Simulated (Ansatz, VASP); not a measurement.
## One calculation of AlRu, two programs

```
CELL_PARAMETERS angstrom
2.99160 0.00000 0.00000
0.00000 2.99160 0.00000
0.00000 0.00000 2.99160
ATOMIC_POSITIONS crystal
Ru 0.50000 0.50000 0.50000
Al 0.00000 0.00000 0.00000
```

Alike in both runs: task single point; functional PBE; k mesh 9 × 9 × 9; occupations gaussian, width 0.1 eV; no spin polarisation.

|  | VASP | Ansatz |
| --- | --- | --- |
| version | VASP 6.6.1 | Ansatz 0.2.0 |
| potentials or method | VASP PAW PBE potentials, release 64 (Ru_pv, Al) | Ansatz PAW |
| plane-wave cutoff (eV) | 520 | 420 |
| valence electrons in the cell | 17 | 19 |

VASP gave:

| Item | Value |
| --- | --- |
| gap on the k mesh at the Fermi level (eV) | none |
| pressure (GPa) | 2.4 |

Question: Estimate Ansatz's values.

Answer: gap on the k mesh at the Fermi level (eV): none; pressure (GPa): 2.5.

A gap of «none» marks a metal or a gap that the smearing closes. VASP's potentials hold 17 valence electrons a cell and Ansatz's 19, so a difference there can come from the potentials and not from the codes.
